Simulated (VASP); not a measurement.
# Si (P-3m1) in VASP: single point with PBE+D3(BJ)

Aim: the single point of Si with PBE+D3(BJ).

All numbers are computed with VASP 6.6.1; they aren't measurements. Logs are shortened: lines on timing, memory, paths and dates and some standing lists are left out, and cuts for length are marked.

## 1. The cell of the first run

Symmetry: P-3m1, No. 164, trigonal system. Conventional cell: a = 3.842 Å, b = 3.842 Å, c = 3.227 Å, α = 90.00°, β = 90.00°, γ = 120.00°. Within 3.1 Å of Si (site symmetry 3m) lie 3 Si at 2.35 Å.

## 2. Single point, PBE+D3(BJ)

POSCAR

```
Si
1.0
    3.8421898961      0.0000000000      0.0000000000
   -1.9210949480      3.3274340561      0.0000000000
    0.0000000000      0.0000000000      3.2267774902
Si
2
Direct
    0.3333333333      0.6666666667      0.8811704714
    0.6666666667      0.3333333333      0.1188295286
```

INCAR.step1

```
SYSTEM = Si
PREC = Accurate ; ENCUT = 520
EDIFF = 1E-6 ; ISMEAR = 0
SIGMA = 0.1 ; LREAL = .False.
LASPH = .True. ; NELM = 60
ALGO = Normal ; ISIF = 2
LWAVE = .False. ; LCHARG = .True.
GGA = PE ; IVDW = 12
NBANDS = 11
```

KPOINTS.step1

```
Automatic mesh
0
Gamma
  18 18 18
  0 0 0
```

INCAR.step2

```
SYSTEM = Si
PREC = Accurate ; ENCUT = 520
EDIFF = 1E-6 ; ISMEAR = -5
SIGMA = 0.1 ; LREAL = .False.
LASPH = .True. ; NELM = 60
ALGO = Normal ; ISIF = 2
LWAVE = .False. ; LCHARG = .False.
GGA = PE ; IVDW = 12
LORBIT = 11 ; NEDOS = 2001
ICHARG = 11
```

KPOINTS.step2

```
Automatic mesh
0
Gamma
  27 27 27
  0 0 0
```

Potentials or basis: VASP PAW PBE potentials, release 64 (Si).

On the command line:

```sh
$ cat potpaw_PBE.64/Si/POTCAR > POTCAR
$ cp INCAR.step1 INCAR
$ cp KPOINTS.step1 KPOINTS
$ mpirun -np 1 vasp_std > vasp.out
$ cp INCAR.step2 INCAR
$ cp KPOINTS.step2 KPOINTS
$ mpirun -np 1 vasp_std > vasp.out
```

OUTCAR:

```text
SYSTEM = Si
   PREC = Accurate
   ENCUT = 520
   EDIFF = 1E-6
   ISMEAR = -5
   LREAL = .False.
   LASPH = .True.
   NELM = 60
   ISIF = 2
   GGA = PE
   IVDW = 12
   LORBIT = 11
   ICHARG = 11
 IVDW          = 12

 ion  position               nearest neighbor table
   1  0.333  0.667  0.881-   2 2.35   2 2.35   2 2.35
   2  0.667  0.333  0.119-   1 2.35   1 2.35   1 2.35

  LATTYP: Found a hexagonal cell.
 ALAT       =     3.8421898961
 C/A-ratio  =     0.8398276966

  Lattice vectors:

 A1 = (   3.8421898961,   0.0000000000,   0.0000000000)
 A2 = (  -1.9210949480,   3.3274340561,   0.0000000000)
 A3 = (   0.0000000000,   0.0000000000,   3.2267774902)

Analysis of symmetry for initial positions (statically):
=====================================================================
 Subroutine PRICEL returns:
 Original cell was already a primitive cell.

 Routine SETGRP: Setting up the symmetry group for a
 hexagonal supercell.

 Subroutine GETGRP returns: Found 12 space group operations
 (whereof 12 operations were pure point group operations)
 out of a pool of 24 trial point group operations.

The static configuration has the point symmetry D_3d.

Analysis of symmetry for dynamics (positions and initial velocities):
=====================================================================
 Subroutine PRICEL returns:
 Original cell was already a primitive cell.

 Routine SETGRP: Setting up the symmetry group for a
 hexagonal supercell.

 Subroutine GETGRP returns: Found 12 space group operations
 (whereof 12 operations were pure point group operations)
 out of a pool of 24 trial point group operations.

The dynamic configuration has the point symmetry D_3d.

 Subroutine INISYM returns: Found 12 space group operations
 (whereof 12 operations are pure point group operations),
 and found     1 'primitive' translations

----------------------------------------------------------------------------------------

                                     Primitive cell

  volume of cell :      41.2532

  direct lattice vectors                    reciprocal lattice vectors
     3.842189896  0.000000000  0.000000000     0.260268239  0.150265938  0.000000000
    -1.921094948  3.327434056  0.000000000     0.000000000  0.300531876  0.000000000
     0.000000000  0.000000000  3.226777490     0.000000000  0.000000000  0.309906711

  length of vectors
     3.842189896  3.842189896  3.226777490     0.300531876  0.300531876  0.309906711

  position of ions in fractional coordinates (direct lattice)
     0.333333333  0.666666667  0.881170471
     0.666666667  0.333333333  0.118829529

  ion indices of the primitive-cell ions
   primitive index   ion index
                 1           1
                 2           2

----------------------------------------------------------------------------------------

 KPOINTS: Automatic mesh

Automatic generation of k-mesh.
 Grid dimensions read from file:
 generate k-points for:   27   27   27

 Generating k-lattice:

  Cartesian coordinates                     Fractional coordinates (reciprocal lattice)
     0.009639564  0.005565405  0.000000000     0.037037037  0.000000000  0.000000000
     0.000000000  0.011130810  0.000000000     0.000000000  0.037037037  0.000000000
     0.000000000  0.000000000  0.011478026     0.000000000  0.000000000  0.037037037

  Length of vectors
     0.011130810  0.011130810  0.011478026

  Shift w.r.t. Gamma in fractional coordinates (k-lattice)
     0.000000000  0.000000000  0.000000000

 TETIRR: Found  29292 inequivalent tetrahedra from   118098

 Subroutine IBZKPT returns following result:
 ===========================================

 Found   1843 irreducible k-points:

 Following reciprocal coordinates:
            Coordinates               Weight
  0.000000  0.000000  0.000000      1.000000
  0.037037  0.000000  0.000000      6.000000
  0.074074  0.000000  0.000000      6.000000
  0.111111  0.000000  0.000000      6.000000
  0.148148 -0.000000  0.000000      6.000000
  0.185185  0.000000  0.000000      6.000000
[... 16 lines left out ...]
  0.333333  0.037037  0.000000     12.000000
  0.370370  0.037037  0.000000     12.000000
 [... further k-points ...]
   k-points           NKPTS =   1843   k-points in BZ     NKDIM =   1843   number of bands    NBANDS=      8
   number of dos      NEDOS =   2001   number of ions     NIONS =      2
   total plane-waves  NPLWV =  21600
   dimension x,y,z NGX =    30 NGY =   30 NGZ =   24
   dimension x,y,z NGXF=    60 NGYF=   60 NGZF=   48
   ions per type =               2
   NGX,Y,Z   is equivalent  to a cutoff of  12.98, 12.98, 12.36 a.u.
   NGXF,Y,Z  is equivalent  to a cutoff of  25.96, 25.96, 24.73 a.u.
 SYSTEM =  Si
   PREC   = accura    normal or accurate (medium, high low for compatibility)
   ISTART =      0    job   : 0-new  1-cont  2-samecut
   ICHARG =     11    charge: 1-file 2-atom 10-const
   ISPIN  =      1    spin polarized calculation?
   LNONCOLLINEAR =      F non collinear calculations
   LSORBIT =      F    spin-orbit coupling
   LASPH  =      T    aspherical Exc in radial PAW
   ENCUT  =  520.0 eV  38.22 Ry    6.18 a.u.   7.14  7.14  6.00*2*pi/ulx,y,z
   NELM   =     60;   NELMIN=  2; NELMDL=  0     # of ELM steps
   EDIFF  = 0.1E-05   stopping-criterion for ELM
   LREAL  =      F    real-space projection
   EDIFFG = 0.1E-04   stopping-criterion for IOM
   NSW    =      0    number of steps for IOM
   IBRION =     -1    ionic relax: 0-MD 1-quasi-New 2-CG
   NFREE  =      0    steps in history (QN), initial steepest desc. (CG)
   ISIF   =      2    stress and relaxation
   ISYM   =      2    0-nonsym 1-usesym 2-fastsym
   POTIM  = 0.5000    time-step for ionic-motion
   TEBEG  =    0.0;   TEEND  =   0.0 temperature during run
   PSTRESS=    0.0 pullay stress
   NELECT =       8.0000    total number of electrons
   NUPDOWN=      -1.0000    fix difference up-down
   EMIN   =  10.00;   EMAX   =-10.00  energy-range for DOS
   EFERMI =   0.00;   METHOD = LEGACY
   ISMEAR =    -5;   SIGMA  =   0.10  broadening in eV -4-tet -1-fermi 0-gaus
   EFERMI_NEDOS =   21; number of points for ismear=-14 and -15
   IALGO  =     38    algorithm
   IMIX   =      4    mixing-type and parameters
     AMIX     =   0.40;   BMIX     =  1.00
     AMIX_MAG =   1.60;   BMIX_MAG =  1.00
  volume/ion in A,a.u.               =      20.63       139.20
  Fermi-wavevector in a.u.,A,eV,Ry     =   0.947587  1.790680 12.216957  0.897921
  Thomas-Fermi vector in A             =   2.075694
   LORBIT       =     11    0 simple, 1 ext, 2 COOP (PROOUT), +10 PAW based schemes
   GGA     = PE    functional components
   LHFCALC =     F    Hartree Fock is set to
   AEXX    =    0.0000 exact exchange contribution
   IVDW    =    12    specifies the selected vdW correction
   LEPSILON=     F    determine dielectric tensor
   LRPA    =     F    only Hartree local field effects (RPA)
 non-spin polarized calculation
 Fermi weights with tetrahedron method with Bloechl corrections
  energy-cutoff  :      520.00
  volume of cell :       41.25
 maximum number of plane-waves:      1131
 NGX is ok and might be reduce to    30

 number of electron       8.0000001 magnetization

 Free energy of the ion-electron system (eV)
  ---------------------------------------------------
  ext. energy  EPLUGINS =         0.00000000
  ---------------------------------------------------
  free energy    TOTEN  =        -9.93138805 eV

  energy without entropy =       -9.93138805  energy(sigma->0) =       -9.93138805

 E-fermi :   5.8664     XC(G=0):  -9.4378

 val. band max:        5.9292675337   @ k =   0.3333   0.3333   0.2222
 cond. band min:       5.8344158307   @ k =   0.4074   0.0000   0.0000
 fundamental gap:     -0.0948517030
 Fermi energy:         5.8663829920

 k-point     1 :       0.0000    0.0000    0.0000
  band No.  band energies     occupation
      1      -6.1887      2.00000
      2       4.3182      2.00000
      3       4.3182      2.00000
      4       5.7582      2.15869
      5       7.8150      0.00000
      6       8.0332      0.00000
      7       8.2330      0.00000
      8       8.2330      0.00000

 k-point     2 :       0.0370    0.0000    0.0000
  band No.  band energies     occupation
      1      -6.1723      2.00000
      2       4.0764      2.00000
      3       4.2825      2.00000
      4       5.9476      0.02946
      5       7.8514      0.00000
      6       8.0382      0.00000
      7       8.2280      0.00000
      8       8.3005      0.00000

 k-point     3 :       0.0741    0.0000    0.0000
  band No.  band energies     occupation
      1      -6.1232      2.00000
      2       3.5625      2.00000
      3       4.1828      2.00000
      4       6.2861      0.00000
      5       7.8963      0.00000
      6       8.0699      0.00000
      7       8.2908      0.00000
      8       8.4952      0.00000

 k-point     4 :       0.1111    0.0000    0.0000
  band No.  band energies     occupation
      1      -6.0416      2.00000
      2       2.9652      2.00000
      3       4.0371      2.00000
      4       6.5471      0.00000
      5       7.8426      0.00000
      6       8.1514      0.00000
      7       8.5691      0.00000
      8       8.7991      0.00000

 k-point     5 :       0.1481   -0.0000    0.0000
  band No.  band energies     occupation
      1      -5.9278      2.00000
      2       2.3443      2.00000
      3       3.8653      2.00000
      4       6.6579      0.00000
      5       7.7915      0.00000
      6       8.2444      0.00000
      7       9.0405      0.00000
      8       9.1915      0.00000

 k-point     6 :       0.1852    0.0000    0.0000
  band No.  band energies     occupation
      1      -5.7824      2.00000
      2       1.7217      2.00000
      3       3.6840      2.00000
      4       6.6277      0.00000
      5       7.8107      0.00000
      6       8.3539      0.00000
      7       9.6211      0.00000
      8       9.6549      0.00000

 k-point     7 :       0.2222   -0.0000    0.0000
  band No.  band energies     occupation
      1      -5.6062      2.00000
      2       1.1089      2.00000
      3       3.5054      2.00000
      4       6.5088      0.00000
      5       7.9008      0.00000
      6       8.4805      0.00000
      7      10.1757      0.00000
      8      10.2563      0.00000
[... 133 lines left out ...]
 k-point    20 :       0.2222    0.0370    0.0000
  band No.  band energies     occupation
      1      -5.4949      2.00000
      2       0.7922      2.00000
      3       3.3373      2.00000
      4       6.5521      0.00000
      5       7.9796      0.00000
      6       8.5579      0.00000
      7      10.0630      0.00000
      8      10.9665      0.00000

 k-point    21 :       0.2593    0.0370    0.0000
  band No.  band energies     occupation
      1      -5.2753      2.00000
      2       0.2129      2.00000
      3       3.1703      2.00000
      4       6.3999      0.00000
      5       8.1315      0.00000
      6       8.7026      0.00000
      7      10.6677      0.00000
      8      11.5977      0.00000

 k-point    22 :       0.2963    0.0370    0.0000
  band No.  band energies     occupation
      1      -5.0296      2.00000
      2      -0.3421      2.00000
      3       3.0238      2.00000
      4       6.2519      0.00000
      5       8.3081      0.00000
      6       8.8511      0.00000
      7      11.2949      0.00000
      8      12.1990      0.00000

 k-point    23 :       0.3333    0.0370    0.0000
  band No.  band energies     occupation
      1      -4.7626      2.00000
      2      -0.8653      2.00000
      3       2.9009      2.00000
      4       6.1213      0.00000
      5       8.4980      0.00000
      6       8.9928      0.00000
      7      11.9195      0.00000
      8      12.7055      0.00000

 k-point    24 :       0.3704    0.0370    0.0000
  band No.  band energies     occupation
      1      -4.4832      2.00000
      2      -1.3458      2.00000
      3       2.8036      2.00000
      4       6.0151     -0.06277
      5       8.6895      0.00000
      6       9.1136      0.00000
      7      12.4537      0.00000
      8      12.9252      0.00000

 [... further k-points ...]

------------------------ aborting loop because EDIFF is reached ----------------------------------------

 Edisp (eV)   -0.76463

 E8    (eV) :    -0.3145

  FORCE on cell =-STRESS in cart. coord.  units (eV):
  Direction    XX          YY          ZZ          XY          YZ          ZX
  --------------------------------------------------------------------------------------
  -------------------------------------------------------------------------------------
  Total      -0.01831    -0.01831     0.02900    -0.00000     0.00000    -0.00000
  in kB      -0.71115    -0.71115     1.12634    -0.00000     0.00000    -0.00000
  external pressure =       -0.10 kB  Pullay stress =        0.00 kB

 VOLUME and BASIS-vectors are now :
 -----------------------------------------------------------------------------
  energy-cutoff  :      520.00
  volume of cell :       41.25
      direct lattice vectors                 reciprocal lattice vectors
     3.842189896  0.000000000  0.000000000     0.260268239  0.150265938  0.000000000
    -1.921094948  3.327434056  0.000000000     0.000000000  0.300531876  0.000000000
     0.000000000  0.000000000  3.226777490     0.000000000  0.000000000  0.309906711

 POSITION                                       TOTAL-FORCE (eV/Angst)
 -----------------------------------------------------------------------------------
     -0.00000      2.21829      2.84334         0.000000     -0.000000      0.008215
      1.92109      1.10914      0.38344        -0.000000      0.000000     -0.008215
 -----------------------------------------------------------------------------------
    total drift:                               -0.000000      0.000000     -0.000000

  FREE ENERGIE OF THE ION-ELECTRON SYSTEM (eV)
  ---------------------------------------------------
  free  energy   TOTEN  =       -10.6960223709 eV

  energy  without entropy=      -10.6960223709  energy(sigma->0) =      -10.69602237

 total charge

# of ion       s       p       d       tot
------------------------------------------
    1        0.795   0.825   0.000   1.620
    2        0.795   0.825   0.000   1.620
--------------------------------------------------
tot          1.589   1.650   0.000   3.240
```

Wall time 3 min (1 thread of Intel Xeon 6975P-C (Granite Rapids), shared host); peak memory 0.6 GiB.

What came out:

- Valence electrons inside the program's atomic spheres: Si 1.62
- Dispersion energy per atom: -0.382 eV

Caveat: tetrahedron occupations give inexact forces and stress in metals.
